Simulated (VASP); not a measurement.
# SnPt3: single point with LDA

Crystal: SnPt3.

```
CELL_PARAMETERS angstrom
4.02649 0.00000 0.00000
0.00000 4.02649 0.00000
0.00000 0.00000 4.02649
ATOMIC_POSITIONS crystal
Sn 0.00000 0.00000 0.00000
Pt 0.00000 0.50000 0.50000
Pt 0.50000 0.00000 0.50000
Pt 0.50000 0.50000 0.00000
```

This cell differs from its parent crystal: volume scaled by 1.02.

```yaml
Program: VASP 6.6.1
Task: single point
Functional: LDA
Potentials_or_basis: VASP PAW LDA potentials, release 64 (Sn_d, Pt)
Cutoff: 500 eV
k_mesh: 8 × 8 × 8
Occupations: fermi-dirac, width 0.05 eV
Spin: no spin polarisation
Dipole_correction: no
Further_INCAR_settings: ALGO = Normal; EDIFF = 1e-06; NBANDS = 30
```

* Pressure: -7.1 GPa
* Band gap on the k mesh: zero (band 22 reaches 11.56 eV, above the bottom of band 23 at 11.12 eV)

Levels at points of the mesh, in eV from the Fermi level:
| k point | band 18 | band 19 | band 20 | band 21 | band 22 | band 23 | band 24 | band 25 | band 26 | band 27 |
| --- | --- | --- | --- | --- | --- | --- | --- | --- | --- | --- |
| (0.00, 0.00, 0.00) | -1.21 | -1.20 | -1.20 | -0.39 | 0.13 | 0.13 | 0.13 | 2.73 | 6.13 | 6.13 |
| (0.50, 0.00, 0.00) | -2.43 | -2.43 | -2.29 | -1.09 | 0.13 | 1.72 | 3.85 | 3.85 | 5.33 | 5.33 |
| (0.50, 0.50, 0.00) | -2.67 | -2.53 | -2.03 | -1.87 | -1.53 | 0.89 | 0.89 | 5.04 | 6.55 | 7.45 |
| (0.50, 0.50, 0.50) | -2.54 | -2.04 | -2.04 | -0.66 | -0.31 | -0.31 | -0.31 | 0.79 | 3.55 | 3.55 |

Run time: 72 s on 1 thread of Intel Xeon 8259CL (shared host), peak memory 0.19 GiB.

Caveat: spin-orbit coupling is left out, which moves the levels of the heavy elements.
